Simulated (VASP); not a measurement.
# Au (Fm-3m) in VASP: further runs

Runs on Au. Level: PBEsol. Tasks: single point, relaxation of cell and atoms.

All numbers are computed with VASP 6.6.1; they aren't measurements. Logs are shortened: lines on timing, memory, paths and dates and some standing lists are left out, and cuts for length are marked.

**1. The cell of the first run**

Symmetry: Fm-3m, No. 225, cubic system. Conventional cell: a = 4.063 Å, b = 4.063 Å, c = 4.063 Å, α = 90.00°, β = 90.00°, γ = 90.00°. Within 3.8 Å of Au (site symmetry m-3m) lie 12 Au at 2.87 Å.

**2. Single point, PBEsol**

INCAR

```
SYSTEM = Au
ALGO     = Normal         ! electronic algorithm
EDIFF    = 1E-6           ! SCF threshold, eV
ENCUT    = 520            ! plane-wave cutoff, eV
GGA      = PS             ! functional
ISIF     = 2              ! what is computed and relaxed
ISMEAR   = -1             ! smearing method
LASPH    = .TRUE.         ! aspherical terms in the spheres
LCHARG   = .TRUE.         ! write CHGCAR
LELF     = .TRUE.         ! ELF
LREAL    = .FALSE.        ! projectors in reciprocal space
LVHAR    = .TRUE.       
LWAVE    = .FALSE.        ! write WAVECAR
NBANDS   = 12             ! bands
NELM     = 60             ! most SCF steps
PREC     = Accurate       ! precision mode
SIGMA    = 0.05           ! smearing width, eV
```

KPOINTS

```
k-points
0
G
  18 18 18
  0 0 0
```

POSCAR

```
Au
1.0
    0.0000000000      2.0315290664      2.0315290664
    2.0315290664      0.0000000000      2.0315290664
    2.0315290664      2.0315290664      0.0000000000
Au
1
Direct
    0.0000000000      0.0000000000      0.0000000000
```

Potentials or basis: VASP PAW PBE potentials, release 64 (Au).

The run is started by

```
cat potpaw_PBE.64/Au/POTCAR > POTCAR
mpirun -np 1 vasp_std > vasp.out
```

OUTCAR:

```text
SYSTEM = Au
   EDIFF = 1E-6
   ENCUT = 520
   GGA = PS
   ISIF = 2
   ISMEAR = -1
   LASPH = .TRUE.
   LREAL = .FALSE.
   NELM = 60
   PREC = Accurate

 ion  position               nearest neighbor table
   1  0.000  0.000  0.000-

  LATTYP: Found a face centered cubic cell.
 ALAT       =     4.0630581328

  Lattice vectors:

 A1 = (   0.0000000000,   2.0315290664,   2.0315290664)
 A2 = (   2.0315290664,   0.0000000000,   2.0315290664)
 A3 = (   2.0315290664,   2.0315290664,   0.0000000000)

Analysis of symmetry for initial positions (statically):
=====================================================================
 Subroutine PRICEL returns:
 Original cell was already a primitive cell.

 Routine SETGRP: Setting up the symmetry group for a
 face centered cubic supercell.

 Subroutine GETGRP returns: Found 48 space group operations
[... 9 lines left out ...]

 Routine SETGRP: Setting up the symmetry group for a
 face centered cubic supercell.

 Subroutine GETGRP returns: Found 48 space group operations
[... 11 lines left out ...]
                                     Primitive cell

  volume of cell :      16.7687

  direct lattice vectors                    reciprocal lattice vectors
     0.000000000  2.031529066  2.031529066    -0.246120033  0.246120033  0.246120033
     2.031529066  0.000000000  2.031529066     0.246120033 -0.246120033  0.246120033
     2.031529066  2.031529066  0.000000000     0.246120033  0.246120033 -0.246120033

  length of vectors
     2.873015958  2.873015958  2.873015958     0.426292401  0.426292401  0.426292401

  position of ions in fractional coordinates (direct lattice)
     0.000000000  0.000000000  0.000000000

  ion indices of the primitive-cell ions
   primitive index   ion index
                 1           1

----------------------------------------------------------------------------------------

 KPOINTS: k-points

Automatic generation of k-mesh.
 Grid dimensions read from file:
 generate k-points for:   18   18   18

 Generating k-lattice:

  Cartesian coordinates                     Fractional coordinates (reciprocal lattice)
    -0.013673335  0.013673335  0.013673335     0.055555556  0.000000000  0.000000000
     0.013673335 -0.013673335  0.013673335     0.000000000  0.055555556  0.000000000
     0.013673335  0.013673335 -0.013673335     0.000000000  0.000000000  0.055555556

  Length of vectors
     0.023682911  0.023682911  0.023682911

  Shift w.r.t. Gamma in fractional coordinates (k-lattice)
     0.000000000  0.000000000  0.000000000

 Subroutine IBZKPT returns following result:
 ===========================================

 Found    195 irreducible k-points:

 Following reciprocal coordinates:
            Coordinates               Weight
  0.000000  0.000000  0.000000      1.000000
  0.055556  0.000000  0.000000      8.000000
  0.111111  0.000000  0.000000      8.000000
  0.166667  0.000000  0.000000      8.000000
  0.222222  0.000000  0.000000      8.000000
  0.277778  0.000000  0.000000      8.000000
[... 16 lines left out ...]
 -0.277778  0.055556  0.000000     24.000000
 -0.222222  0.055556  0.000000     24.000000
 [... further k-points ...]
   k-points           NKPTS =    195   k-points in BZ     NKDIM =    195   number of bands    NBANDS=     12
   number of dos      NEDOS =    301   number of ions     NIONS =      1
   total plane-waves  NPLWV =  13824
   dimension x,y,z NGX =    24 NGY =   24 NGZ =   24
   dimension x,y,z NGXF=    48 NGYF=   48 NGZF=   48
   ions per type =               1
   NGX,Y,Z   is equivalent  to a cutoff of  13.89, 13.89, 13.89 a.u.
   NGXF,Y,Z  is equivalent  to a cutoff of  27.78, 27.78, 27.78 a.u.
 SYSTEM =  Au
   PREC   = accura    normal or accurate (medium, high low for compatibility)
   ISTART =      0    job   : 0-new  1-cont  2-samecut
   ICHARG =      2    charge: 1-file 2-atom 10-const
   ISPIN  =      1    spin polarized calculation?
   LNONCOLLINEAR =      F non collinear calculations
   LSORBIT =      F    spin-orbit coupling
   LASPH  =      T    aspherical Exc in radial PAW
   ENCUT  =  520.0 eV  38.22 Ry    6.18 a.u.   5.34  5.34  5.34*2*pi/ulx,y,z
   NELM   =     60;   NELMIN=  2; NELMDL= -5     # of ELM steps
   EDIFF  = 0.1E-05   stopping-criterion for ELM
   LREAL  =      F    real-space projection
   EDIFFG = 0.1E-04   stopping-criterion for IOM
   NSW    =      0    number of steps for IOM
   IBRION =     -1    ionic relax: 0-MD 1-quasi-New 2-CG
   NFREE  =      0    steps in history (QN), initial steepest desc. (CG)
   ISIF   =      2    stress and relaxation
   ISYM   =      2    0-nonsym 1-usesym 2-fastsym
   POTIM  = 0.5000    time-step for ionic-motion
   TEBEG  =    0.0;   TEEND  =   0.0 temperature during run
   PSTRESS=    0.0 pullay stress
   NELECT =      11.0000    total number of electrons
   NUPDOWN=      -1.0000    fix difference up-down
   EMIN   =  10.00;   EMAX   =-10.00  energy-range for DOS
   EFERMI =   0.00;   METHOD = LEGACY
   ISMEAR =    -1;   SIGMA  =   0.05  broadening in eV -4-tet -1-fermi 0-gaus
   EFERMI_NEDOS =   21; number of points for ismear=-14 and -15
   IALGO  =     38    algorithm
   IMIX   =      4    mixing-type and parameters
     AMIX     =   0.40;   BMIX     =  1.00
     AMIX_MAG =   1.60;   BMIX_MAG =  1.00
  volume/ion in A,a.u.               =      16.77       113.16
  Fermi-wavevector in a.u.,A,eV,Ry     =   1.422458  2.688055 27.529836  2.023386
  Thomas-Fermi vector in A             =   2.543159
   LORBIT       =      0    0 simple, 1 ext, 2 COOP (PROOUT), +10 PAW based schemes
   GGA     = PS    functional components
   LHFCALC =     F    Hartree Fock is set to
   AEXX    =    0.0000 exact exchange contribution
   IVDW    =     0    specifies the selected vdW correction
   LEPSILON=     F    determine dielectric tensor
   LRPA    =     F    only Hartree local field effects (RPA)
 non-spin polarized calculation
  energy-cutoff  :      520.00
  volume of cell :       16.77
 maximum number of plane-waves:       465
 NGX is ok and might be reduce to    24
   NGX = 11   NGY = 11   NGZ = 11

 number of electron      10.9999999 magnetization

 Free energy of the ion-electron system (eV)
  ---------------------------------------------------
  ext. energy  EPLUGINS =         0.00000000
  ---------------------------------------------------
  free energy    TOTEN  =        -3.92361371 eV

  energy without entropy =       -3.92128134  energy(sigma->0) =       -3.92244752

 E-fermi :   9.5300     XC(G=0): -12.9803

 val. band max:        9.5192133377   @ k =   0.5000   0.1667   0.0556
 cond. band min:       9.5371807921   @ k =   0.4444   0.4444   0.0000
 fundamental gap:      0.0179674543
 Fermi energy:         9.5300290431

 k-point     1 :       0.0000    0.0000    0.0000
  band No.  band energies     occupation
      1      -0.5434      2.00000
      2       4.7845      2.00000
      3       4.7845      2.00000
      4       4.7845      2.00000
      5       6.3587      2.00000
      6       6.3587      2.00000
      7      24.0274      0.00000
      8      28.1152      0.00000
      9      28.1152      0.00000
     10      28.1152      0.00000
     11      33.0336      0.00000
     12      37.8804      0.00000

 k-point     2 :       0.0556    0.0000    0.0000
  band No.  band energies     occupation
      1      -0.4338      2.00000
      2       4.7471      2.00000
      3       4.8231      2.00000
      4       4.8231      2.00000
      5       6.3406      2.00000
      6       6.3406      2.00000
      7      24.1618      0.00000
      8      27.3984      0.00000
      9      28.2496      0.00000
     10      28.2496      0.00000
     11      33.6653      0.00000
     12      36.5046      0.00000

 k-point     3 :       0.1111    0.0000    0.0000
  band No.  band energies     occupation
      1      -0.1138      2.00000
      2       4.6520      2.00000
      3       4.9238      2.00000
      4       4.9238      2.00000
      5       6.3036      2.00000
      6       6.3036      2.00000
      7      24.4767      0.00000
      8      25.9143      0.00000
      9      28.6307      0.00000
     10      28.6307      0.00000
     11      33.5076      0.00000
     12      35.8600      0.00000

 k-point     4 :       0.1667    0.0000    0.0000
  band No.  band energies     occupation
      1       0.3851      2.00000
      2       4.5520      2.00000
      3       5.0368      2.00000
      4       5.0368      2.00000
      5       6.3022      2.00000
      6       6.3022      2.00000
      7      23.8203      0.00000
      8      25.1570      0.00000
      9      29.1764      0.00000
     10      29.1764      0.00000
     11      32.0629      0.00000
     12      34.3308      0.00000

 k-point     5 :       0.2222    0.0000    0.0000
  band No.  band energies     occupation
      1       0.9889      2.00000
      2       4.5461      2.00000
      3       5.0858      2.00000
      4       5.0858      2.00000
      5       6.4141      2.00000
      6       6.4141      2.00000
      7      21.8570      0.00000
      8      25.2459      0.00000
      9      29.6430      0.00000
     10      29.6430      0.00000
     11      31.3373      0.00000
     12      33.0360      0.00000
[... 228 lines left out ...]
      1       2.1399      2.00000
      2       4.7760      2.00000
      3       4.8642      2.00000
      4       6.4714      2.00000
      5       7.2468      2.00000
      6       8.0383      2.00000
      7      14.7538      0.00000
      8      23.8455      0.00000
      9      26.4031      0.00000
     10      27.6915      0.00000
     11      33.6923      0.00000
     12      34.3922      0.00000

 k-point    22 :      -0.3333    0.0556    0.0000
  band No.  band energies     occupation
      1       2.0580      2.00000
      2       4.8730      2.00000
      3       4.9546      2.00000
      4       5.5910      2.00000
      5       6.9070      2.00000
      6       7.5048      2.00000
      7      16.8145      0.00000
      8      24.2575      0.00000
      9      26.9198      0.00000
     10      28.8543      0.00000
     11      32.4934      0.00000
     12      33.6842      0.00000

 k-point    23 :      -0.2778    0.0556    0.0000
  band No.  band energies     occupation
      1       1.7902      2.00000
      2       4.8047      2.00000
      3       5.0414      2.00000
      4       5.0625      2.00000
      5       6.5472      2.00000
      6       7.0944      2.00000
      7      19.0134      0.00000
      8      24.7650      0.00000
      9      27.6176      0.00000
     10      30.2779      0.00000
     11      31.2280      0.00000
     12      32.7603      0.00000

 k-point    24 :      -0.2222    0.0556    0.0000
  band No.  band energies     occupation
      1       1.2826      2.00000
      2       4.4960      2.00000
      3       5.0979      2.00000
      4       5.1385      2.00000
      5       6.2558      2.00000
      6       6.7540      2.00000
      7      21.2053      0.00000
      8      25.1672      0.00000
      9      28.2230      0.00000
     10      30.4432      0.00000
     11      31.1282      0.00000
     12      32.5486      0.00000

 [... further k-points ...]
[... 5 lines left out ...]
  --------------------------------------------------------------------------------------
  -------------------------------------------------------------------------------------
  Total        0.2575195      0.2575195      0.2575195      0.0000000      0.0000000     -0.0000000
  in kB       24.6049026     24.6049026     24.6049026      0.0000000      0.0000000     -0.0000000
  external PRESSURE =      24.6049026 kB  Pullay stress =       0.0000000 kB

 VOLUME and BASIS-vectors are now :
 -----------------------------------------------------------------------------
  energy-cutoff  :      520.00
  volume of cell :       16.77
      direct lattice vectors                 reciprocal lattice vectors
     0.000000000  2.031529066  2.031529066    -0.246120033  0.246120033  0.246120033
     2.031529066  0.000000000  2.031529066     0.246120033 -0.246120033  0.246120033
     2.031529066  2.031529066  0.000000000     0.246120033  0.246120033 -0.246120033

 POSITION                                       TOTAL-FORCE (eV/Angst)
 -----------------------------------------------------------------------------------
      0.00000      0.00000      0.00000         0.000000      0.000000     -0.000000
 -----------------------------------------------------------------------------------
    total drift:                               -0.000000      0.000000      0.000000

  FREE ENERGIE OF THE ION-ELECTRON SYSTEM (eV)
  ---------------------------------------------------
  free  energy   TOTEN  =        -3.9236137096 eV

  energy  without entropy=       -3.9212813359  energy(sigma->0) =       -3.92244752
```

Run time: 21 s. Hardware: 1 thread of Intel Xeon 6975P-C, shared host; peak memory 0.17 GiB.

What came out:

```yaml
Free_energy: -3.9236 eV
Pressure: 2.5 GPa
```

Caveat: the PAW data sets were made with another functional, which shifts forces and pressure a little; spin-orbit coupling is left out, which moves the levels of the heavy elements.

(Continued in part 2 of 2.)
